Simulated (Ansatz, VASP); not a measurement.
One calculation of Pt, two programs

```
Pt
1.0
     0.00000   -1.95790   -1.95790
     0.00000    1.95790   -1.95790
     3.91580    0.00000    0.00000
Pt
2
Direct
  0.54788 0.54788 0.50000
  0.95212 0.95212 0.00000
```

Change from the starting cell: mode 4 (134.1 1/cm) frozen in, largest displacement +0.188 Å.

Alike in both runs: task single point; functional PBE; k mesh 18 × 18 × 12; occupations gaussian, width 0.15 eV; no spin polarisation.

|  | VASP | Ansatz |
| --- | --- | --- |
| version | VASP 6.6.1 | Ansatz 0.2.0 |
| potentials or method | VASP PAW PBE potentials, release 64 (Pt), cutoff 520 eV | scalar-relativistic, plane waves, PAW |
| valence electrons in the cell | 20 | 36 |

```tsv
	VASP	Ansatz	Ansatz less VASP
gap on the k mesh at the Fermi level (eV)	none	none	-
pressure (GPa)	20.9	21.5	+0.60
traceless stress, the component that is largest in VASP (GPa)	-10.31	-10.43	-0.126
rms of the force components (eV/Å)	1.365	1.379	+0.0140
```

Atom by atom the forces differ by 0.014 eV/Å (rms over components). A gap of «none» marks a metal or a gap that the smearing closes. VASP's potentials hold 20 valence electrons a cell and Ansatz's 36, so a difference there can come from the potentials and not from the codes.

Neither program's run includes spin-orbit coupling.
